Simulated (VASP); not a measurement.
# BiS4 (Pm-3m) in VASP: notebook

The runs below take BiS4 through single point, relaxation of cell and atoms, with PBE.

All numbers are computed with VASP 6.6.1; they aren't measurements. Logs are shortened: lines on timing, memory, paths and dates and some standing lists are left out, and cuts for length are marked.

## Step 1: The cell of the first run

It takes space group Pm-3m (No. 221, cubic). The conventional cell has a = 4.819 Å, b = 4.819 Å, c = 4.819 Å, α = 90.00°, β = 90.00°, γ = 90.00°. Bi (site symmetry m-3m) has 6 S at 2.41 Å within 3.2 Å. S (site symmetry 4/mmm) has 2 Bi at 2.41 Å within 3.2 Å. S (site symmetry m-3m) has 12 S at 3.41 Å and 8 Bi at 4.17 Å within 4.5 Å.

The cell was built from a structure type or drawn by symmetry, and may not be a known phase.

## Step 2: Single point, PBE

Input file INCAR:

```
  PREC = Accurate
  ENCUT = 520
  EDIFF = 1E-6
  ISMEAR = 0
  SIGMA = 0.1
  LREAL = F
  LASPH = T
  NELM = 100
  ALGO = Normal
  ISIF = 2
  LWAVE = F
  LCHARG = F
  GGA = PE
  NBANDS = 28
```

Input file KPOINTS:

```
Automatic mesh
0
Gamma
  4 4 4
```

Input file POSCAR:

```
BiS4
1.0
    4.8186908200      0.0000000000      0.0000000000
    0.0000000000      4.8186908200      0.0000000000
    0.0000000000      0.0000000000      4.8186908200
Bi S
1 4
Direct
    0.5000000000      0.5000000000      0.5000000000
    0.0000000000      0.5000000000      0.5000000000
    0.5000000000      0.5000000000      0.0000000000
    0.5000000000      0.0000000000      0.5000000000
    0.0000000000      0.0000000000      0.0000000000
```

Potentials or basis: VASP PAW PBE potentials, release 64 (Bi_d, S).

Command:

```bash
$ cat potpaw_PBE.64/Bi_d/POTCAR potpaw_PBE.64/S/POTCAR > POTCAR
$ mpirun -np 1 vasp_std > vasp.out
```

OUTCAR:

```text
PREC = Accurate
   ENCUT = 520
   EDIFF = 1E-6
   ISMEAR = 0
   LREAL = F
   LASPH = T
   NELM = 100
   ISIF = 2
   GGA = PE

 ion  position               nearest neighbor table
   1  0.500  0.500  0.500-   2 2.41   3 2.41   4 2.41   3 2.41   4 2.41   2 2.41
   2  0.000  0.500  0.500-   1 2.41   1 2.41
   3  0.500  0.500  0.000-   1 2.41   1 2.41
   4  0.500  0.000  0.500-   1 2.41   1 2.41
   5  0.000  0.000  0.000-

  LATTYP: Found a simple cubic cell.
 ALAT       =     4.8186908200

  Lattice vectors:

 A1 = (   4.8186908200,   0.0000000000,   0.0000000000)
 A2 = (   0.0000000000,   4.8186908200,   0.0000000000)
 A3 = (   0.0000000000,   0.0000000000,   4.8186908200)

Analysis of symmetry for initial positions (statically):
=====================================================================
 Subroutine PRICEL returns:
 Original cell was already a primitive cell.

 Routine SETGRP: Setting up the symmetry group for a
 simple cubic supercell.

 Subroutine GETGRP returns: Found 48 space group operations
 (whereof 48 operations were pure point group operations)
 out of a pool of 48 trial point group operations.

The static configuration has the point symmetry O_h .

Analysis of symmetry for dynamics (positions and initial velocities):
=====================================================================
 Subroutine PRICEL returns:
 Original cell was already a primitive cell.

 Routine SETGRP: Setting up the symmetry group for a
 simple cubic supercell.

 Subroutine GETGRP returns: Found 48 space group operations
 (whereof 48 operations were pure point group operations)
 out of a pool of 48 trial point group operations.

The dynamic configuration has the point symmetry O_h .

 Subroutine INISYM returns: Found 48 space group operations
 (whereof 48 operations are pure point group operations),
 and found     1 'primitive' translations

----------------------------------------------------------------------------------------

                                     Primitive cell

  volume of cell :     111.8889

  direct lattice vectors                    reciprocal lattice vectors
     4.818690820  0.000000000  0.000000000     0.207525246  0.000000000  0.000000000
     0.000000000  4.818690820  0.000000000     0.000000000  0.207525246  0.000000000
     0.000000000  0.000000000  4.818690820     0.000000000  0.000000000  0.207525246

  length of vectors
     4.818690820  4.818690820  4.818690820     0.207525246  0.207525246  0.207525246

  position of ions in fractional coordinates (direct lattice)
     0.500000000  0.500000000  0.500000000
     0.000000000  0.500000000  0.500000000
     0.500000000  0.500000000  0.000000000
     0.500000000  0.000000000  0.500000000
     0.000000000  0.000000000  0.000000000

  ion indices of the primitive-cell ions
   primitive index   ion index
                 1           1
                 2           2
                 3           3
                 4           4
                 5           5

----------------------------------------------------------------------------------------

 KPOINTS: Automatic mesh

Automatic generation of k-mesh.
 Grid dimensions read from file:
 generate k-points for:    4    4    4

 Generating k-lattice:

  Cartesian coordinates                     Fractional coordinates (reciprocal lattice)
     0.051881312  0.000000000  0.000000000     0.250000000  0.000000000  0.000000000
     0.000000000  0.051881312  0.000000000     0.000000000  0.250000000  0.000000000
     0.000000000  0.000000000  0.051881312     0.000000000  0.000000000  0.250000000

  Length of vectors
     0.051881312  0.051881312  0.051881312

  Shift w.r.t. Gamma in fractional coordinates (k-lattice)
     0.000000000  0.000000000  0.000000000

 Subroutine IBZKPT returns following result:
 ===========================================

 Found     10 irreducible k-points:

 Following reciprocal coordinates:
            Coordinates               Weight
  0.000000  0.000000  0.000000      1.000000
  0.250000  0.000000  0.000000      6.000000
  0.500000  0.000000  0.000000      3.000000
  0.250000  0.250000  0.000000     12.000000
  0.500000  0.250000  0.000000     12.000000
  0.500000  0.500000  0.000000      3.000000
  0.250000  0.250000  0.250000      8.000000
  0.500000  0.250000  0.250000     12.000000
  0.500000  0.500000  0.250000      6.000000
  0.500000  0.500000  0.500000      1.000000
   k-points           NKPTS =     10   k-points in BZ     NKDIM =     10   number of bands    NBANDS=     28
   number of dos      NEDOS =    301   number of ions     NIONS =      5
   total plane-waves  NPLWV =  46656
   dimension x,y,z NGX =    36 NGY =   36 NGZ =   36
   dimension x,y,z NGXF=    72 NGYF=   72 NGZF=   72
   ions per type =               1   4
   NGX,Y,Z   is equivalent  to a cutoff of  12.42, 12.42, 12.42 a.u.
   NGXF,Y,Z  is equivalent  to a cutoff of  24.84, 24.84, 24.84 a.u.
 SYSTEM =  unknown system
   PREC   = accura    normal or accurate (medium, high low for compatibility)
   ISTART =      0    job   : 0-new  1-cont  2-samecut
   ICHARG =      2    charge: 1-file 2-atom 10-const
   ISPIN  =      1    spin polarized calculation?
   LNONCOLLINEAR =      F non collinear calculations
   LSORBIT =      F    spin-orbit coupling
   LASPH  =      T    aspherical Exc in radial PAW
   ENCUT  =  520.0 eV  38.22 Ry    6.18 a.u.   8.96  8.96  8.96*2*pi/ulx,y,z
   NELM   =    100;   NELMIN=  2; NELMDL= -5     # of ELM steps
   EDIFF  = 0.1E-05   stopping-criterion for ELM
   LREAL  =      F    real-space projection
   EDIFFG = 0.1E-04   stopping-criterion for IOM
   NSW    =      0    number of steps for IOM
   IBRION =     -1    ionic relax: 0-MD 1-quasi-New 2-CG
   NFREE  =      0    steps in history (QN), initial steepest desc. (CG)
   ISIF   =      2    stress and relaxation
   ISYM   =      2    0-nonsym 1-usesym 2-fastsym
   POTIM  = 0.5000    time-step for ionic-motion
   TEBEG  =    0.0;   TEEND  =   0.0 temperature during run
   PSTRESS=    0.0 pullay stress
   NELECT =      39.0000    total number of electrons
   NUPDOWN=      -1.0000    fix difference up-down
   EMIN   =  10.00;   EMAX   =-10.00  energy-range for DOS
   EFERMI =   0.00;   METHOD = LEGACY
   ISMEAR =     0;   SIGMA  =   0.10  broadening in eV -4-tet -1-fermi 0-gaus
   EFERMI_NEDOS =   21; number of points for ismear=-14 and -15
   IALGO  =     38    algorithm
   IMIX   =      4    mixing-type and parameters
     AMIX     =   0.40;   BMIX     =  1.00
     AMIX_MAG =   1.60;   BMIX_MAG =  1.00
  volume/ion in A,a.u.               =      22.38       151.01
  Fermi-wavevector in a.u.,A,eV,Ry     =   1.152128  2.177206 18.060351  1.327398
  Thomas-Fermi vector in A             =   2.288781
   LORBIT       =      0    0 simple, 1 ext, 2 COOP (PROOUT), +10 PAW based schemes
   GGA     = PE    functional components
   LHFCALC =     F    Hartree Fock is set to
   AEXX    =    0.0000 exact exchange contribution
   IVDW    =     0    specifies the selected vdW correction
   LEPSILON=     F    determine dielectric tensor
   LRPA    =     F    only Hartree local field effects (RPA)
 non-spin polarized calculation
 Gauss-broadening in eV      SIGMA  =   0.10
  energy-cutoff  :      520.00
  volume of cell :      111.89
 maximum number of plane-waves:      3031
 NGX is ok and might be reduce to    36
   NGX = 17   NGY = 17   NGZ = 17

 number of electron      39.0000009 magnetization

 Free energy of the ion-electron system (eV)
  ---------------------------------------------------
  ext. energy  EPLUGINS =         0.00000000
  ---------------------------------------------------
  free energy    TOTEN  =       -13.53091519 eV

  energy without entropy =      -13.50036404  energy(sigma->0) =      -13.51563962

 E-fermi :   4.4073     XC(G=0):  -9.7353

 val. band max:        4.3893845501   @ k =   0.2500   0.0000   0.0000
 cond. band min:       4.4895010817   @ k =   0.2500   0.2500   0.0000
 fundamental gap:      0.1001165316
 Fermi energy:         4.4073027022

 k-point     1 :       0.0000    0.0000    0.0000
  band No.  band energies     occupation
      1     -18.8451      2.00000
      2     -18.8451      2.00000
      3     -18.5413      2.00000
      4     -18.5413      2.00000
      5     -18.5413      2.00000
      6     -11.2401      2.00000
[... 20 lines left out ...]
     27      10.8922      0.00000
     28      11.9118      0.00000

 k-point     2 :       0.2500    0.0000    0.0000
  band No.  band energies     occupation
      1     -18.8450      2.00000
      2     -18.8243      2.00000
      3     -18.5427      2.00000
      4     -18.5427      2.00000
      5     -18.5413      2.00000
      6     -10.9953      2.00000
[... 20 lines left out ...]
     27      11.8526      0.00000
     28      12.1445      0.00000

 k-point     3 :       0.5000    0.0000    0.0000
  band No.  band energies     occupation
      1     -18.8449      2.00000
      2     -18.8033      2.00000
      3     -18.5440      2.00000
      4     -18.5440      2.00000
      5     -18.5412      2.00000
      6     -10.6378      2.00000
[... 20 lines left out ...]
     27      12.8064      0.00000
     28      13.1067      0.00000

 k-point     4 :       0.2500    0.2500    0.0000
  band No.  band energies     occupation
      1     -18.8347      2.00000
      2     -18.8135      2.00000
      3     -18.5440      2.00000
      4     -18.5426      2.00000
      5     -18.5426      2.00000
      6     -10.7405      2.00000
[... 20 lines left out ...]
     27      12.2615      0.00000
     28      12.5682      0.00000

 k-point     5 :       0.5000    0.2500    0.0000
  band No.  band energies     occupation
      1     -18.8318      2.00000
      2     -18.7951      2.00000
      3     -18.5454      2.00000
      4     -18.5439      2.00000
      5     -18.5425      2.00000
      6     -10.3568      2.00000
[... 20 lines left out ...]
     27      13.1162      0.00000
     28      13.5215      0.00000

 k-point     6 :       0.5000    0.5000    0.0000
  band No.  band energies     occupation
      1     -18.8244      2.00000
      2     -18.7810      2.00000
      3     -18.5468      2.00000
      4     -18.5439      2.00000
      5     -18.5439      2.00000
      6      -9.8969      2.00000
[... 20 lines left out ...]
     27      13.8512      0.00000
     28      13.8526      0.00000

 k-point     7 :       0.2500    0.2500    0.2500
  band No.  band energies     occupation
      1     -18.8134      2.00000
      2     -18.8134      2.00000
      3     -18.5440      2.00000
      4     -18.5440      2.00000
      5     -18.5440      2.00000
      6     -10.4737      2.00000
[... 20 lines left out ...]
     27      11.9529      0.00000
     28      12.7373      0.00000

 k-point     8 :       0.5000    0.2500    0.2500
  band No.  band energies     occupation
      1     -18.8133      2.00000
      2     -18.7920      2.00000
      3     -18.5453      2.00000
      4     -18.5453      2.00000
      5     -18.5439      2.00000
      6     -10.0566      2.00000
[... 20 lines left out ...]
     27      12.8550      0.00000
     28      13.1980      0.00000

 k-point     9 :       0.5000    0.5000    0.2500
  band No.  band energies     occupation
      1     -18.8027      2.00000
      2     -18.7810      2.00000
      3     -18.5467      2.00000
      4     -18.5452      2.00000
      5     -18.5452      2.00000
      6      -9.5308      2.00000
[... 20 lines left out ...]
     27      12.9989      0.00000
     28      12.9989      0.00000

 k-point    10 :       0.5000    0.5000    0.5000
  band No.  band energies     occupation
      1     -18.7809      2.00000
      2     -18.7809      2.00000
      3     -18.5466      2.00000
      4     -18.5466      2.00000
      5     -18.5466      2.00000
      6      -8.5948      2.00000
[... 20 lines left out ...]
     27      12.3849      0.00000
     28      12.3849      0.00000

------------------------ aborting loop because EDIFF is reached ----------------------------------------

  FORCE on cell =-STRESS in cart. coord.  units (eV):
  Direction    XX          YY          ZZ          XY          YZ          ZX
  --------------------------------------------------------------------------------------
  -------------------------------------------------------------------------------------
  Total       11.0386518     11.0386518     11.0386518     -0.0000000     -0.0000000      0.0000000
  in kB      158.0663529    158.0663529    158.0663529     -0.0000000     -0.0000000      0.0000000
  external PRESSURE =     158.0663529 kB  Pullay stress =       0.0000000 kB

 VOLUME and BASIS-vectors are now :
 -----------------------------------------------------------------------------
  energy-cutoff  :      520.00
  volume of cell :      111.89
      direct lattice vectors                 reciprocal lattice vectors
     4.818690820  0.000000000  0.000000000     0.207525246  0.000000000  0.000000000
     0.000000000  4.818690820  0.000000000     0.000000000  0.207525246  0.000000000
     0.000000000  0.000000000  4.818690820     0.000000000  0.000000000  0.207525246

 POSITION                                       TOTAL-FORCE (eV/Angst)
 -----------------------------------------------------------------------------------
      2.40935      2.40935      2.40935         0.000000      0.000000      0.000000
      0.00000      2.40935      2.40935         0.000000      0.000000      0.000000
      2.40935      2.40935      0.00000         0.000000      0.000000      0.000000
      2.40935      0.00000      2.40935         0.000000      0.000000      0.000000
      0.00000      0.00000      0.00000         0.000000      0.000000      0.000000
 -----------------------------------------------------------------------------------
    total drift:                                0.000000      0.000000      0.000000

  FREE ENERGIE OF THE ION-ELECTRON SYSTEM (eV)
  ---------------------------------------------------
  free  energy   TOTEN  =       -13.5309151865 eV

  energy  without entropy=      -13.5003640450  energy(sigma->0) =      -13.51563962
```

Wall time 26 s (1 thread of Intel Xeon Platinum 8259CL at 2.50GHz (Skylake/Cascade Lake), shared host); peak memory 0.2 GiB.

What came out:

```
Free energy            : -13.5309 eV
Pressure               : 15.8 GPa
Band gap on the k mesh : zero (an odd number of electrons rules out a gap without spin polarisation)
```

Caveat: the cell stands under pressure; spin-orbit coupling is left out, which moves the levels of the heavy elements.

[end of part 1 of 3]
